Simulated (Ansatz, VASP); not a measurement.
## BAs in VASP and in Ansatz

```
B As
1.0
     0.00000    2.29296    2.29296
     2.29296    0.00000    2.29296
     2.29296    2.29296    0.00000
B As
1 1
Direct
  0.00000 0.00000 0.00000
  0.75000 0.75000 0.75000
```

Change from the starting cell: strain -0.040 along x and y, -0.040 along z, atoms carried along.

Alike in both runs: task single point; functional PBE; k mesh 10 × 10 × 10; occupations gaussian, width 0.05 eV; no spin polarisation.

|  | VASP | Ansatz |
| --- | --- | --- |
| version | VASP 6.6.1 | Ansatz 0.2.0 |
| potentials or method | VASP PAW PBE potentials, release 64 (B, As), cutoff 520 eV | scalar-relativistic, plane waves, PAW |
| valence electrons in the cell | 8 | 18 |

Ansatz gave:

```
gap on the k mesh at the Fermi level (eV) : 1.05
least direct gap on the mesh (eV)         : 3.45
pressure (GPa)                            : 25.1
```

Question: Which values does VASP return?

Answer: gap on the k mesh at the Fermi level (eV): 1.04; least direct gap on the mesh (eV): 3.44; pressure (GPa): 26.3.

The functional is the same, so the differences come from potentials, cutoffs and numerics. VASP's potentials hold 8 valence electrons a cell and Ansatz's 18, so a difference there can come from the potentials and not from the codes.
